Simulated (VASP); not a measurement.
# ErCl (Fm-3m) in VASP: a series of runs

ErCl is run at these levels: PBE; tasks: single point, relaxation of cell and atoms.

Program: VASP 6.6.1. These are calculated values, not measurements. Logs are shortened: lines on timing, memory, paths and dates and some standing lists are left out, and cuts for length are marked.

## 1. The cell of the first run

It takes space group Fm-3m (No. 225, cubic). The conventional cell has a = 5.565 Å, b = 5.565 Å, c = 5.565 Å, α = 90.00°, β = 90.00°, γ = 90.00°. Within 3.7 Å of Er (site symmetry m-3m) lie 6 Cl at 2.78 Å. Cl (site symmetry m-3m) has 6 Er at 2.78 Å within 3.7 Å.

The cell was generated, and may not be a known phase.

## 2. Single point, PBE

INCAR reads:

```
ALGO     = Normal         # electronic algorithm
EDIFF    = 1E-6           # SCF threshold, eV
ENCUT    = 500            # plane-wave cutoff, eV
GGA      = PE             # functional
GGA_COMPAT= False        
ISIF     = 2              # what is computed and relaxed
ISMEAR   = 0              # smearing method
LASPH    = True           # aspherical terms in the spheres
LCHARG   = False          # write CHGCAR
LMAXMIX  = 6              # l up to which the mixer works
LREAL    = False          # projectors in reciprocal space
LWAVE    = False          # write WAVECAR
NBANDS   = 15             # bands
NELM     = 200            # most SCF steps
PREC     = Accurate       # precision mode
SIGMA    = 0.1            # smearing width, eV
```

KPOINTS reads:

```
k-points
0
Gamma
  6 6 6
```

POSCAR reads:

```
ErCl
1.0
    0.0000000000      2.7826141000      2.7826141000
    2.7826141000      0.0000000000      2.7826141000
    2.7826141000      2.7826141000      0.0000000000
Er Cl
1 1
Direct
    0.5000000000      0.5000000000      0.5000000000
    0.0000000000      0.0000000000      0.0000000000
```

Potentials or basis: VASP PAW PBE potentials, release 64 (Er_3, Cl), 4f in core.

Command:

```
$ cat potpaw_PBE.64/Er_3/POTCAR potpaw_PBE.64/Cl/POTCAR > POTCAR
$ mpirun -np 1 vasp_std > vasp.out
```

OUTCAR:

```text
EDIFF = 1E-6
   ENCUT = 500
   GGA = PE
   ISIF = 2
   ISMEAR = 0
   LASPH = True
   LREAL = False
   NELM = 200
   PREC = Accurate

 ion  position               nearest neighbor table
   1  0.500  0.500  0.500-   2 2.78   2 2.78   2 2.78   2 2.78   2 2.78   2 2.78
   2  0.000  0.000  0.000-   1 2.78   1 2.78   1 2.78   1 2.78   1 2.78   1 2.78

  LATTYP: Found a face centered cubic cell.
 ALAT       =     5.5652282000

  Lattice vectors:

 A1 = (   0.0000000000,   2.7826141000,   2.7826141000)
 A2 = (   2.7826141000,   0.0000000000,   2.7826141000)
 A3 = (   2.7826141000,   2.7826141000,   0.0000000000)

Analysis of symmetry for initial positions (statically):
=====================================================================
 Subroutine PRICEL returns:
 Original cell was already a primitive cell.

 Routine SETGRP: Setting up the symmetry group for a
 face centered cubic supercell.

 Subroutine GETGRP returns: Found 48 space group operations
 (whereof 48 operations were pure point group operations)
 out of a pool of 48 trial point group operations.

The static configuration has the point symmetry O_h .

Analysis of symmetry for dynamics (positions and initial velocities):
=====================================================================
 Subroutine PRICEL returns:
 Original cell was already a primitive cell.

 Routine SETGRP: Setting up the symmetry group for a
 face centered cubic supercell.

 Subroutine GETGRP returns: Found 48 space group operations
 (whereof 48 operations were pure point group operations)
 out of a pool of 48 trial point group operations.

The dynamic configuration has the point symmetry O_h .

 Subroutine INISYM returns: Found 48 space group operations
 (whereof 48 operations are pure point group operations),
 and found     1 'primitive' translations

----------------------------------------------------------------------------------------

                                     Primitive cell

  volume of cell :      43.0912

  direct lattice vectors                    reciprocal lattice vectors
     0.000000000  2.782614100  2.782614100    -0.179687151  0.179687151  0.179687151
     2.782614100  0.000000000  2.782614100     0.179687151 -0.179687151  0.179687151
     2.782614100  2.782614100  0.000000000     0.179687151  0.179687151 -0.179687151

  length of vectors
     3.935210599  3.935210599  3.935210599     0.311227275  0.311227275  0.311227275

  position of ions in fractional coordinates (direct lattice)
     0.500000000  0.500000000  0.500000000
     0.000000000  0.000000000  0.000000000

  ion indices of the primitive-cell ions
   primitive index   ion index
                 1           1
                 2           2

----------------------------------------------------------------------------------------

 KPOINTS: k-points

Automatic generation of k-mesh.
 Grid dimensions read from file:
 generate k-points for:    6    6    6

 Generating k-lattice:

  Cartesian coordinates                     Fractional coordinates (reciprocal lattice)
    -0.029947859  0.029947859  0.029947859     0.166666667  0.000000000  0.000000000
     0.029947859 -0.029947859  0.029947859     0.000000000  0.166666667  0.000000000
     0.029947859  0.029947859 -0.029947859     0.000000000  0.000000000  0.166666667

  Length of vectors
     0.051871213  0.051871213  0.051871213

  Shift w.r.t. Gamma in fractional coordinates (k-lattice)
     0.000000000  0.000000000  0.000000000

 Subroutine IBZKPT returns following result:
 ===========================================

 Found     16 irreducible k-points:

 Following reciprocal coordinates:
            Coordinates               Weight
  0.000000  0.000000  0.000000      1.000000
  0.166667  0.000000  0.000000      8.000000
  0.333333  0.000000  0.000000      8.000000
  0.500000  0.000000  0.000000      4.000000
  0.166667  0.166667  0.000000      6.000000
  0.333333  0.166667  0.000000     24.000000
[... 8 lines left out ...]
 -0.333333  0.333333  0.166667     24.000000
 -0.333333  0.500000  0.166667     12.000000
   k-points           NKPTS =     16   k-points in BZ     NKDIM =     16   number of bands    NBANDS=     15
   number of dos      NEDOS =    301   number of ions     NIONS =      2
   total plane-waves  NPLWV =  27000
   dimension x,y,z NGX =    30 NGY =   30 NGZ =   30
   dimension x,y,z NGXF=    60 NGYF=   60 NGZF=   60
   ions per type =               1   1
   NGX,Y,Z   is equivalent  to a cutoff of  12.67, 12.67, 12.67 a.u.
   NGXF,Y,Z  is equivalent  to a cutoff of  25.35, 25.35, 25.35 a.u.
 SYSTEM =  unknown system
   PREC   = accura    normal or accurate (medium, high low for compatibility)
   ISTART =      0    job   : 0-new  1-cont  2-samecut
   ICHARG =      2    charge: 1-file 2-atom 10-const
   ISPIN  =      1    spin polarized calculation?
   LNONCOLLINEAR =      F non collinear calculations
   LSORBIT =      F    spin-orbit coupling
[... 62 lines left out ...]
      2     -19.1967      2.00000
      3     -19.1967      2.00000
      4     -12.7563      2.00000
      5       0.0568      2.00000
      6       0.0568      2.00000
      7       0.0568      2.00000
      8       4.9318      2.00000
      9       6.2637      2.00000
     10       6.2637      2.00000
     11       6.2637      2.00000
     12       7.1353      0.00002
     13       7.1353      0.00002
     14      13.1931      0.00000
     15      18.8314      0.00000

 k-point     2 :       0.1667    0.0000    0.0000
  band No.  band energies     occupation
      1     -19.2856      2.00000
      2     -19.2024      2.00000
      3     -19.2024      2.00000
      4     -12.5724      2.00000
      5      -0.7467      2.00000
      6      -0.2547      2.00000
      7      -0.2547      2.00000
      8       5.8840      2.00000
      9       6.4857      2.00000
     10       6.7486      1.75514
     11       6.7486      1.75514
     12       7.9427      0.00000
     13       7.9427      0.00000
     14      14.3530      0.00000
     15      16.7169      0.00000

 k-point     3 :       0.3333    0.0000    0.0000
  band No.  band energies     occupation
      1     -19.4531      2.00000
      2     -19.2136      2.00000
      3     -19.2136      2.00000
      4     -12.2022      2.00000
      5      -1.9203      2.00000
      6      -0.7687      2.00000
      7      -0.7687      2.00000
      8       6.6859      1.95952
      9       8.0251      0.00000
     10       8.0251      0.00000
     11       8.0755      0.00000
     12       9.8557      0.00000
     13       9.8557      0.00000
     14      13.3757      0.00000
     15      14.4365      0.00000

 k-point     4 :       0.5000    0.0000    0.0000
  band No.  band energies     occupation
      1     -19.5324      2.00000
      2     -19.2192      2.00000
      3     -19.2192      2.00000
      4     -12.0142      2.00000
      5      -2.4070      2.00000
      6      -0.9889      2.00000
      7      -0.9889      2.00000
      8       7.7234      0.00000
      9       8.0909      0.00000
     10       9.0999      0.00000
     11       9.0999      0.00000
     12      11.7558      0.00000
     13      11.7558      0.00000
     14      12.0639      0.00000
     15      12.0639      0.00000
[... 163 lines left out ...]
 k-point    14 :       0.5000    0.3333    0.1667
  band No.  band energies     occupation
      1     -19.4192      2.00000
      2     -19.2931      2.00000
      3     -19.2461      2.00000
      4     -12.2333      2.00000
      5      -1.7110      2.00000
      6      -0.8430      2.00000
      7      -0.6323      2.00000
      8       5.7230      2.00000
      9       7.7534      0.00000
     10       8.7802      0.00000
     11       9.2677      0.00000
     12       9.9084      0.00000
     13      11.2295      0.00000
     14      11.8201      0.00000
     15      14.2579      0.00000

 k-point    15 :      -0.3333    0.3333    0.1667
  band No.  band energies     occupation
      1     -19.4234      2.00000
      2     -19.3185      2.00000
      3     -19.2649      2.00000
      4     -12.1914      2.00000
      5      -1.6207      2.00000
      6      -0.9550      2.00000
      7      -0.8794      2.00000
      8       6.8504      0.78132
      9       6.9975      0.01837
     10       9.2128      0.00000
     11       9.3992      0.00000
     12       9.9036      0.00000
     13      12.0319      0.00000
     14      12.2605      0.00000
     15      13.7742      0.00000

 k-point    16 :      -0.3333    0.5000    0.1667
  band No.  band energies     occupation
      1     -19.3839      2.00000
      2     -19.3179      2.00000
      3     -19.3082      2.00000
      4     -12.2911      2.00000
      5      -1.1063      2.00000
      6      -1.0341      2.00000
      7      -0.7121      2.00000
      8       5.3841      2.00000
      9       8.1720      0.00000
     10       8.4326      0.00000
     11       9.3338      0.00000
     12      10.4033      0.00000
     13      10.4845      0.00000
     14      13.0312      0.00000
     15      15.0467      0.00000

------------------------ aborting loop because EDIFF is reached ----------------------------------------

  FORCE on cell =-STRESS in cart. coord.  units (eV):
  Direction    XX          YY          ZZ          XY          YZ          ZX
  --------------------------------------------------------------------------------------
  -------------------------------------------------------------------------------------
  Total       -0.2033874     -0.2033874     -0.2033874     -0.0000000     -0.0000000      0.0000000
  in kB       -7.5621561     -7.5621561     -7.5621561     -0.0000000     -0.0000000      0.0000000
  external PRESSURE =      -7.5621561 kB  Pullay stress =       0.0000000 kB

 VOLUME and BASIS-vectors are now :
 -----------------------------------------------------------------------------
  energy-cutoff  :      500.00
  volume of cell :       43.09
      direct lattice vectors                 reciprocal lattice vectors
     0.000000000  2.782614100  2.782614100    -0.179687151  0.179687151  0.179687151
     2.782614100  0.000000000  2.782614100     0.179687151 -0.179687151  0.179687151
     2.782614100  2.782614100  0.000000000     0.179687151  0.179687151 -0.179687151

 POSITION                                       TOTAL-FORCE (eV/Angst)
 -----------------------------------------------------------------------------------
      2.78261      2.78261      2.78261         0.000000      0.000000      0.000000
      0.00000      0.00000      0.00000        -0.000000     -0.000000     -0.000000
 -----------------------------------------------------------------------------------
    total drift:                               -0.000000      0.000000      0.000000

  FREE ENERGIE OF THE ION-ELECTRON SYSTEM (eV)
  ---------------------------------------------------
  free  energy   TOTEN  =        -8.0514252515 eV

  energy  without entropy=       -8.0402056589  energy(sigma->0) =       -8.04581546
```

Wall time 14 s (1 thread of Intel Xeon Platinum 8259CL at 2.50GHz (Skylake/Cascade Lake), shared host); peak memory 0.17 GiB.

What came out:

```yaml
Free_energy: -8.0514 eV
Pressure: -0.8 GPa
Band_gap_on_the_k_mesh: zero (bands 8 and 9 overlap by 1.83 eV)
```

Levels at points of the mesh, in eV from the Fermi level:
| k point | band 4 | band 5 | band 6 | band 7 | band 8 | band 9 | band 10 | band 11 | band 12 | band 13 |
| --- | --- | --- | --- | --- | --- | --- | --- | --- | --- | --- |
| (0.00, 0.00, 0.00) | -19.59 | -6.77 | -6.77 | -6.77 | -1.90 | -0.57 | -0.57 | -0.57 | 0.30 | 0.30 |
| (0.50, 0.00, 0.00) | -18.84 | -9.24 | -7.82 | -7.82 | 0.89 | 1.26 | 2.27 | 2.27 | 4.93 | 4.93 |
| (0.50, 0.50, 0.00) | -19.24 | -8.05 | -7.19 | -7.19 | -2.72 | 1.09 | 1.57 | 2.92 | 3.56 | 3.56 |

Caveat: spin-orbit coupling is left out, which moves the levels of the heavy elements; the 4f electrons are frozen in the core, so they carry no moment and show no levels; the run has no spin polarisation, though such a crystal can be magnetic. Spin polarisation is off, so any magnetic state and its effect on volume and gap are missing.

## 3. Single point, PBE

This run uses another cell than the first one, of 20.99 Å³/atom.

INCAR reads:

```
SYSTEM = ErCl
  ALGO = Normal
  EDIFF = 1E-6
  ENCUT = 500
  GGA = PE
  GGA_COMPAT = .False.
  ISIF = 2
  ISMEAR = 0
  LASPH = .True.
  LCHARG = .False.
  LMAXMIX = 6
  LREAL = .False.
  LWAVE = .False.
  NBANDS = 15
  NELM = 200
  PREC = Accurate
  SIGMA = 0.1
```

KPOINTS reads:

```
k-points
0
Gamma
  18 18 18
  0 0 0
```

POSCAR reads:

```
ErCl
1.0
    0.0000000000      2.7583139431      2.7583139431
    2.7583139431      0.0000000000      2.7583139431
    2.7583139431      2.7583139431      0.0000000000
Er Cl
1 1
Direct
    0.5000000000      0.5000000000      0.5000000000
    0.0000000000      0.0000000000      0.0000000000
```

Potentials or basis: VASP PAW PBE potentials, release 64 (Er_3, Cl), 4f in core.

Command:

```
$ cat potpaw_PBE.64/Er_3/POTCAR potpaw_PBE.64/Cl/POTCAR > POTCAR
$ mpirun -np 1 vasp_std > vasp.out
```

Wall time 89 s (1 thread of Intel Xeon Platinum 8259CL at 2.50GHz (Skylake/Cascade Lake), shared host); peak memory 0.25 GiB.

It converged, with:

- Free energy: -8.1181 eV
- Pressure: 0.3 GPa
- Band gap on the k mesh: zero (bands 8 and 9 overlap by 1.93 eV)

Levels at points of the mesh, in eV from the Fermi level:
| k point | band 4 | band 5 | band 6 | band 7 | band 8 | band 9 | band 10 | band 11 | band 12 | band 13 |
| --- | --- | --- | --- | --- | --- | --- | --- | --- | --- | --- |
| (0.00, 0.00, 0.00) | -19.70 | -6.82 | -6.82 | -6.82 | -1.79 | -0.62 | -0.62 | -0.62 | 0.27 | 0.27 |
| (0.50, 0.00, 0.00) | -18.89 | -9.37 | -7.93 | -7.93 | 0.93 | 1.32 | 2.33 | 2.33 | 5.11 | 5.11 |
| (0.50, 0.50, 0.00) | -19.34 | -8.12 | -7.25 | -7.25 | -2.83 | 1.21 | 1.58 | 3.04 | 3.66 | 3.66 |

Caveat: spin-orbit coupling is left out, which moves the levels of the heavy elements; the 4f electrons are frozen in the core, so they carry no moment and show no levels; the run has no spin polarisation, though such a crystal can be magnetic.

## 4. Relaxation of cell and atoms, PBE

INCAR reads:

```
PREC     = Accurate       # precision mode
ENCUT    = 500            # plane-wave cutoff, eV
EDIFF    = 1E-7           # SCF threshold, eV
ISMEAR   = 0              # smearing method
SIGMA    = 0.1            # smearing width, eV
LREAL    = F              # projectors in reciprocal space
LASPH    = T              # aspherical terms in the spheres
NELM     = 200            # most SCF steps
ALGO     = Normal         # electronic algorithm
ISIF     = 3              # what is computed and relaxed
LWAVE    = F              # write WAVECAR
LCHARG   = F              # write CHGCAR
GGA      = PE             # functional
IBRION   = 2              # ionic algorithm
NSW      = 100            # ionic steps
EDIFFG   = -0.01          # ionic threshold
GGA_COMPAT= F            
NELMIN   = 4            
LMAXMIX  = 6              # l up to which the mixer works
```

KPOINTS reads:

```
Automatic mesh
0
Gamma
  18 18 18
```

POSCAR reads:

```
ErCl
1.0
    0.0000000000      2.7826141000      2.7826141000
    2.7826141000      0.0000000000      2.7826141000
    2.7826141000      2.7826141000      0.0000000000
Er Cl
1 1
Direct
    0.5000000000      0.5000000000      0.5000000000
    0.0000000000      0.0000000000      0.0000000000
```

Command:

```
$ cat potpaw_PBE.64/Er_3/POTCAR potpaw_PBE.64/Cl/POTCAR > POTCAR
$ mpirun -np 1 vasp_std > vasp.out
```

It took 3.4 min on 1 thread of Intel Xeon Platinum 8259CL at 2.50GHz (Skylake/Cascade Lake), shared host; peak memory 0.25 GiB.

It converged, with:

```
Free energy                           : -8.1188 eV
Relaxed volume                        : 21.10 Å³/atom
Relaxed cell                          : a = 3.908 Å, b = 3.908 Å, c = 3.908 Å, α = 60.00°, β = 60.00°, γ = 60.00°
Space group after relaxing (to 0.1 Å) : Fm-3m (No. 225)
Energy gained by relaxing             : 1.5 meV/atom
Ionic steps                           : 2
Pressure after relaxing               : 0.0 GPa
Band gap on the k mesh                : zero (bands 8 and 9 overlap by 1.91 eV)
```

The path:
| step | energy change (eV) | largest force (eV/Å) | pressure (GPa) | volume (Å³) |
| --- | --- | --- | --- | --- |
| 1 | 0.0000 | 0.0000 | -1.06 | 43.09 |
| 2 | -0.0030 | 0.0000 | 0.00 | 42.21 |

Final structure:
```cif
data_structure
_symmetry_space_group_name_H-M 'P 1'
_symmetry_Int_Tables_number 1
_cell_length_a 3.9081
_cell_length_b 3.9081
_cell_length_c 3.9081
_cell_angle_alpha 60.000
_cell_angle_beta 60.000
_cell_angle_gamma 60.000
_cell_volume 42.21
loop_
_atom_site_label
_atom_site_type_symbol
_atom_site_fract_x
_atom_site_fract_y
_atom_site_fract_z
_atom_site_occupancy
Er1 Er 0.50000 0.50000 0.50000 1
Cl1 Cl 0.00000 0.00000 0.00000 1
```

Levels at points of the mesh, in eV from the Fermi level:
| k point | band 6 | band 7 | band 8 | band 9 | band 10 | band 11 |
| --- | --- | --- | --- | --- | --- | --- |
| (0.00, 0.00, 0.00) | -6.81 | -6.81 | -1.81 | -0.61 | -0.61 | -0.61 |
| (0.50, 0.00, 0.00) | -7.90 | -7.90 | 0.92 | 1.31 | 2.32 | 2.32 |
| (0.50, 0.50, 0.00) | -7.24 | -7.24 | -2.81 | 1.19 | 1.58 | 3.02 |

Caveat: spin-orbit coupling is left out, which moves the levels of the heavy elements; the 4f electrons are frozen in the core, so they carry no moment and show no levels; the run has no spin polarisation, though such a crystal can be magnetic.

## 5. The runs side by side

```tsv
task	cell	k mesh	gap on the mesh (eV)	pressure (GPa)
single point	a = 3.935 Å, angles 60.0°, 2 atoms	6 × 6 × 6	none	-0.8
single point	a = 3.901 Å, angles 60.0°, 2 atoms	18 × 18 × 18	none	0.3
relaxation of cell and atoms	relaxed from a = 3.935 Å, angles 60.0°, 2 atoms	18 × 18 × 18	none	0.0
```

Alike in all rows: level PBE; potentials or basis VASP PAW PBE potentials, release 64 (Er_3, Cl), 4f in core; no spin polarisation; cutoff (eV) 500; smearing gaussian 0.1 eV.

Caveats: spin-orbit coupling is left out, which moves the levels of the heavy elements; the 4f electrons are frozen in the core, so they carry no moment and show no levels; the run has no spin polarisation, though such a crystal can be magnetic.

Absolute energies hang on the potentials; compare differences alone.
